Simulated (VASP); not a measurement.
Set up this calculation in VASP 6.6.1, as the native input.

- Task: relaxation of cell and atoms
- Functional: PBE
- Dispersion: D3(BJ)
- Potentials or basis: VASP PAW PBE potentials, release 64 (Li_sv, Br)
- Cutoff: 750 eV
- k mesh: 8 × 8 × 8
- Occupations: gaussian, width 0.02 eV
- Spin: no spin polarisation
- Dipole correction: no
- Further INCAR settings: ALGO = Normal; EDIFF = 1e-07; IBRION = 2; EDIFFG = -0.02; NSW = 70; ISIF = 3

The structure of LiBr lies in POSCAR:

```
LiBr
1.0
    0.0000000000      2.7445000000      2.7445000000
    2.7445000000      0.0000000000      2.7445000000
    2.7445000000      2.7445000000      0.0000000000
Li Br
1 1
Direct
    0.0000000000      0.0000000000      0.0000000000
    0.5000000000      0.5000000000      0.5000000000
```

One way to write it, as run:

INCAR

```
SYSTEM = LiBr
  ALGO = Normal
  EDIFF = 1E-7
  EDIFFG = -0.02
  ENCUT = 750
  GGA = PE
  GGA_COMPAT = .FALSE.
  IBRION = 2
  ISIF = 3
  ISMEAR = 0
  IVDW = 12
  LASPH = .TRUE.
  LCHARG = .FALSE.
  LREAL = .FALSE.
  LWAVE = .FALSE.
  NELM = 120
  NELMIN = 4
  NSW = 70
  PREC = Accurate
  SIGMA = 0.02
```

KPOINTS

```
k-points
0
G
  8 8 8
  0 0 0
```

Potentials or basis: VASP PAW PBE potentials, release 64 (Li_sv, Br).

The run is started by

```bash
$ cat potpaw_PBE.64/Li_sv/POTCAR potpaw_PBE.64/Br/POTCAR > POTCAR
$ mpirun -np 1 vasp_std > vasp.out
```

Results of the run:

```yaml
Relaxed_volume: 19.47 Å³/atom
Relaxed_cell: a = 3.805 Å, b = 3.805 Å, c = 3.805 Å, α = 60.00°, β = 60.00°, γ = 60.00°
Space_group_after_relaxing_to_0.1_Å: Fm-3m (No. 225)
Energy_gained_by_relaxing: 6.9 meV/atom
Ionic_steps: 3
Pressure_after_relaxing: -0.1 GPa
Band_gap_on_the_k_mesh: 5.25 eV
Dispersion_energy_per_atom: -0.257 eV
```

Run time: 46 s on 1 thread of Intel Xeon 8259CL (shared host), peak memory 0.19 GiB.
